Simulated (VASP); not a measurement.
CoSi (rocksalt type): relaxation of cell and atoms with PBE

Crystal: CoSi (rocksalt type).

```xyz
2
Lattice="0.0000 2.2756 2.2756 2.2756 0.0000 2.2756 2.2756 2.2756 0.0000" Properties=species:S:1:pos:R:3 pbc="T T T"
Co    0.0000    0.0000    0.0000
Si    2.2756    2.2756    2.2756
```

* Program: VASP 6.6.1
* Task: relaxation of cell and atoms
* Functional: PBE
* Potentials or basis: VASP PAW PBE potentials, release 64 (Co, Si)
* Cutoff: 600 eV
* k mesh: 15 × 15 × 15
* Occupations: fermi-dirac, width 0.05 eV
* Spin: no spin polarisation
* Target pressure: 14 GPa
* Dipole correction: no
* Further INCAR settings: ALGO = Normal; EDIFF = 1e-07; IBRION = 2; EDIFFG = -0.005; NSW = 60; ISIF = 3

| Property | Result |
| --- | --- |
| Relaxed volume | 11.77 Å³/atom |
| Relaxed cell | a = 3.217 Å, b = 3.217 Å, c = 3.217 Å, α = 60.00°, β = 60.00°, γ = 60.00° |
| Space group after relaxing (to 0.05 Å) | Fm-3m (No. 225) |
| Energy change on relaxing (the enthalpy is what falls) | +1.4 meV/atom |
| Ionic steps | 3 |
| Pressure after relaxing | 14.0 GPa |

Step by step:
```tsv
step	energy change (eV)	largest force (eV/Å)	pressure (GPa)	volume (Å³)
1	0.0000	0.0000	13.69	23.57
2	0.0068	0.0000	14.46	23.49
3	0.0029	0.0000	14.01	23.53
```

Final structure:
```yaml
crystal:
  lattice:
    - [0.00000, 2.27454, 2.27454]
    - [2.27454, 0.00000, 2.27454]
    - [2.27454, 2.27454, 0.00000]
  atoms:
    - { symbol: Co, position: [0.00000, 0.00000, 0.00000] }
    - { symbol: Si, position: [0.50000, 0.50000, 0.50000] }
```

Levels at points of the mesh, in eV from the Fermi level:
```tsv
k point	band 2	band 3	band 4	band 5	band 6	band 7	band 8	band 9	band 10
(0.00, 0.00, 0.00)	-2.17	-2.17	-2.17	-2.05	-2.05	4.74	4.74	4.74	11.07
```

It took 67 s on 1 thread of Intel(R) Xeon(R) Platinum 8259CL CPU @ 2.50GHz (Skylake/Cascade Lake), on a shared host, peak memory 0.19 GiB.

Caveat: the cell is relaxed towards a set pressure, so the enthalpy falls and the energy may rise. Spin polarisation is off, so any magnetic state and its effect on volume and gap are missing.
